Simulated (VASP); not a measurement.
Write the native input for VASP 6.6.1 that does the following.

- Task: single point
- Functional: PBE
- Potentials or basis: VASP PAW PBE potentials, release 64 (Ga_d, N)
- Cutoff: 520 eV
- k mesh: 14 × 14 × 14
- Occupations: gaussian, width 0.05 eV
- Spin: no spin polarisation
- Dipole correction: no
- Further INCAR settings: ALGO = Normal; EDIFF = 1e-07; NBANDS = 16

The structure of GaN lies in POSCAR:

```
GaN
1.0
    0.0000000000      2.1992920500      2.1032064750
    2.1992920500      0.0000000000      2.1032064750
    2.1992920500      2.1992920500      0.0000000000
Ga N
1 1
Direct
    0.0000000000      0.0000000000      0.0000000000
    0.5000000000      0.5000000000      0.5000000000
```

This cell differs from its parent crystal: strain +0.030 along x and y, -0.015 along z.

One way to write it, as run:

INCAR

```
PREC     = Accurate       # precision mode
ENCUT    = 520            # plane-wave cutoff, eV
EDIFF    = 1E-7           # SCF threshold, eV
ISMEAR   = 0              # smearing method
SIGMA    = 0.05           # smearing width, eV
LREAL    = False          # projectors in reciprocal space
LASPH    = True           # aspherical terms in the spheres
NELM     = 100            # most SCF steps
ALGO     = Normal         # electronic algorithm
ISIF     = 2              # what is computed and relaxed
LWAVE    = False          # write WAVECAR
LCHARG   = False          # write CHGCAR
GGA      = PE             # functional
NBANDS   = 16             # bands
```

KPOINTS

```
regular mesh
0
Gamma
  14 14 14
```

Potentials or basis: VASP PAW PBE potentials, release 64 (Ga_d, N).

Launch:

```console
$ cat potpaw_PBE.64/Ga_d/POTCAR potpaw_PBE.64/N/POTCAR > POTCAR
$ mpirun -np 1 vasp_std > vasp.out
```

It gave:

* Pressure: -7.3 GPa
* Band gap on the k mesh: zero (band 9 reaches 7.00 eV, above the bottom of band 10 at 6.91 eV)

Caveat: the cell differs from its parent crystal (strain +0.030 along x and y, -0.015 along z).

Run time: 45 s on 1 thread of Intel(R) Xeon(R) Platinum 8488C (Sapphire Rapids) (shared host), peak memory 0.2 GiB.
